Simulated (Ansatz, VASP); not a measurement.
# Two plane-wave programs on PbO

Contents of INCAR:

```
SYSTEM = PbO
PREC = Accurate ; ENCUT = 520
EDIFF = 1E-6 ; ISMEAR = -1
SIGMA = 0.02 ; LREAL = .FALSE.
LASPH = .TRUE. ; NELM = 150
ALGO = Normal ; ISIF = 2
LWAVE = .FALSE. ; LCHARG = .FALSE.
LNONCOLLINEAR = .TRUE. ; MAGMOM = 0 0 0 0 0 0 0 0 0 0 0 0
LORBIT = 11 ; LSORBIT = .TRUE.
GGA_COMPAT = .FALSE. ; LORBMOM = .TRUE.
GGA = PE ; NBANDS = 54
```

Contents of KPOINTS:

```
regular mesh
0
G
  12 12 4
  0 0 0
```

Contents of POSCAR:

```
PbO
1.0
    3.5664584732      0.0000000000      0.0000000000
   -1.7832292366      3.0886436394      0.0000000000
    0.0000000000      0.0000000000      6.4701096399
Pb O
2 2
Direct
    0.0000000000      0.0000000000      0.0000000000
    0.0000000000      0.0000000000      0.5000000000
    0.3333333333      0.6666666667      0.2500000000
    0.6666666667      0.3333333333      0.7500000000
```

Input for Ansatz:

```yaml
crystal:
  lattice:
    - [3.5664584732, 0.0, 0.0]
    - [-1.7832292366, 3.0886436394, 0.0]
    - [0.0, 0.0, 6.4701096399]
  atoms:
    - { symbol: Pb, position: [0.0, 0.0, 0.0] }
    - { symbol: Pb, position: [0.0, 0.0, 0.5] }
    - { symbol: O, position: [0.3333333333, 0.6666666667, 0.25] }
    - { symbol: O, position: [0.6666666667, 0.3333333333, 0.75] }
kpoints:
  mp_grid: { grid: [12, 12, 4] }
  band_path:
    path:
      - [0.0, 0.0, 0.0]
      - [0.5, 0.0, 0.0]
      - [0.3333333333, 0.3333333333, 0.0]
      - [0.0, 0.0, 0.5]
      - [0.5, 0.0, 0.5]
      - [0.3333333333, 0.3333333333, 0.5]
      - [0.0, 0.0833333333, 0.0]
    npoints: 1
hamiltonian:
  xc: pbe
scf:
  occupations: { method: fermi_dirac, width: 0.02 }
  n_extra_bands: 10
magnetization:
  noncollinear: true
  spin_orbit: true
output:
  forces: true
  stress: true
  eigenvalues: true
```

Alike in both runs: task single point; functional PBE; k mesh 12 × 12 × 4; occupations fermi-dirac, width 0.02 eV; non-collinear spin, spin-orbit coupling.

|  | VASP | Ansatz |
| --- | --- | --- |
| version | VASP 6.6.1 | Ansatz 0.2.0 |
| potentials or method | VASP PAW PBE potentials, release 64 (Pb_d, O) | plane waves, PAW |
| plane-wave cutoff (eV) | 520 | 420 |
| valence electrons in the cell | 40 | 40 |

```csv
,VASP,Ansatz,Ansatz less VASP
pressure (GPa),2.6,2.5,-0.02
"traceless stress, the component that is largest in VASP (GPa)",0.11,0.11,0.000
net moment per atom (μB),0.00,0.00,0.000
```

With one functional, cell and mesh, what is left measures potentials, basis and numerics.
